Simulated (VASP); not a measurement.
Set up this calculation in VASP 6.6.1, as the native input.

```yaml
Task: relaxation of the atoms
Functional: PBE
Potentials_or_basis: VASP PAW PBE potentials, release 64 (Nb_sv, N)
Cutoff: 520 eV
k_mesh: 3 × 3 × 3
Occupations: methfessel-paxton, width 0.1 eV
Spin: no spin polarisation
Dipole_correction: no
Further_INCAR_settings: LREAL = Auto; ALGO = Normal; EDIFF = 1e-07; IBRION = 2; EDIFFG = -0.02; NSW = 90
```

The structure of Nb16N (a cell with a defect) lies in POSCAR:

```
Nb16N
1.0
    6.6171497900      0.0000000000      0.0000000000
    0.0000000000      6.6171497900      0.0000000000
    0.0000000000      0.0000000000      6.6171497900
Nb N
16 1
Direct
   -0.0036164800     -0.0000005800     -0.0000070700
    0.2499994700      0.2424609300      0.2424758000
    0.0000000000      0.0000000000      0.5000000000
    0.2500093500      0.2424648800      0.7575216600
    0.0013209900      0.4999947000      0.0000008400
    0.2499894800      0.7575421100      0.2424762500
    0.0000000000      0.5000000000      0.5000000000
    0.2499994200      0.7575407000      0.7575271200
    0.5036194500     -0.0000047900      0.0000020800
    0.7500000000      0.2500000000      0.2500000000
    0.5000000000      0.0000000000      0.5000000000
    0.7500000000      0.2500000000      0.7500000000
    0.4986783100      0.5000020500      0.0000033100
    0.7500000000      0.7500000000      0.2500000000
    0.5000000000      0.5000000000      0.5000000000
    0.7500000000      0.7500000000      0.7500000000
    0.7500000000      0.2500000000      0.5000000000
```

These files were run (other wordings do the same):

INCAR

```
ALGO = Normal
EDIFF = 1E-7
EDIFFG = -0.02
ENCUT = 520
GGA = PE
IBRION = 2
ISIF = 2
ISMEAR = 1
KPAR = 4
LASPH = True
LCHARG = False
LREAL = Auto
LWAVE = False
NELM = 80
NSW = 90
PREC = Accurate
SIGMA = 0.1
```

KPOINTS

```
k-points
0
Gamma
  3 3 3
```

Potentials or basis: VASP PAW PBE potentials, release 64 (Nb_sv, N).

The run is started by

```console
$ cat potpaw_PBE.64/Nb_sv/POTCAR potpaw_PBE.64/N/POTCAR > POTCAR
$ mpirun -np 4 vasp_std > vasp.out
```

It gave:

```json
{
  "Energy gained by relaxing": "235.2 meV/atom",
  "Ionic steps": "12",
  "Pressure after relaxing": "4.4 GPa",
  "Largest force after relaxing": "0.014 eV/Å",
  "Band gap on the k mesh": "zero (an odd number of electrons rules out a gap without spin polarisation)"
}
```

It took 30 min on 4 MPI ranks on Intel(R) Xeon(R) 6975P-C (Granite Rapids), on a shared host, peak memory 0.58 GiB a rank.
